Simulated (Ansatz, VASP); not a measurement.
# BC7 in VASP and in Ansatz

The input INCAR:

```
SYSTEM = BC7
PREC     = Accurate       ! precision mode
ENCUT    = 520            ! plane-wave cutoff, eV
EDIFF    = 1E-6           ! SCF threshold, eV
ISMEAR   = -1             ! smearing method
SIGMA    = 0.01           ! smearing width, eV
LREAL    = .FALSE.        ! projectors in reciprocal space
LASPH    = .TRUE.         ! aspherical terms in the spheres
NELM     = 100            ! most SCF steps
ALGO     = Normal         ! electronic algorithm
ISIF     = 2              ! what is computed and relaxed
LWAVE    = .FALSE.        ! write WAVECAR
LCHARG   = .FALSE.        ! write CHGCAR
GGA      = RP             ! functional
IVDW     = 13             ! dispersion correction
NBANDS   = 26             ! bands
```

The input KPOINTS:

```
regular mesh
0
G
  3 3 3
  0 0 0
```

File POSCAR:

```
BC7
1.0
    3.5614900000     -0.0328300000     -0.0015500000
   -0.0328300000      3.6171200000     -0.0492900000
   -0.0015500000     -0.0492900000      3.6551400000
B C
1 7
Direct
    0.9954600000      0.9995700000      0.9936700000
    0.9980600000      0.5015100000      0.5022900000
    0.5003200000      0.5020700000      0.0003900000
    0.4994400000      0.9979000000      0.4949000000
    0.7424600000      0.7547400000      0.2530300000
    0.7562100000      0.2487100000      0.7437600000
    0.2545800000      0.7489500000      0.7511700000
    0.2431300000      0.2635800000      0.2583100000
```

Input for Ansatz:

```yaml
crystal:
  lattice:
    - [3.56149, -0.03283, -0.00155]
    - [-0.03283, 3.61712, -0.04929]
    - [-0.00155, -0.04929, 3.65514]
  atoms:
    - { symbol: B, position: [0.99546, 0.99957, 0.99367] }
    - { symbol: C, position: [0.99806, 0.50151, 0.50229] }
    - { symbol: C, position: [0.50032, 0.50207, 0.00039] }
    - { symbol: C, position: [0.49944, 0.9979, 0.4949] }
    - { symbol: C, position: [0.74246, 0.75474, 0.25303] }
    - { symbol: C, position: [0.75621, 0.24871, 0.74376] }
    - { symbol: C, position: [0.25458, 0.74895, 0.75117] }
    - { symbol: C, position: [0.24313, 0.26358, 0.25831] }
basis:
  ecutwfc: 470.0
kpoints:
  mp_grid:
    grid: [3, 3, 3]
    shift: [0.0, 0.0, 0.0]
hamiltonian:
  xc: rpbe
  dispersion: d4
scf:
  max_iter: 80
  occupations:
    method: fermi_dirac
    width: 0.01
output:
  write_density: true
  volumetric_format: cube
  stress: true
```

Alike in both runs: task single point; functional RPBE; dispersion D4; k mesh 3 × 3 × 3; occupations fermi-dirac, width 0.01 eV; no spin polarisation.

|  | VASP | Ansatz |
| --- | --- | --- |
| version | VASP 6.6.1 | Ansatz 0.2.0 |
| potentials or method | VASP PAW PBE potentials, release 64 (B, C), cutoff 520 eV | plane waves, PAW |
| valence electrons in the cell | 31 | 31 |

VASP gave:

| Property | Result |
| --- | --- |
| pressure (GPa) | -2.7 |
| traceless stress, the component that is largest in VASP (GPa) | 12.70 |

Task: Estimate Ansatz's values.

Result: Pressure (GPa): -3.1; traceless stress, the component that is largest in VASP (GPa): 12.62.

VASP's potentials were made for PBE, not for RPBE.

The k mesh is coarse, so the values compare programs but aren't converged.
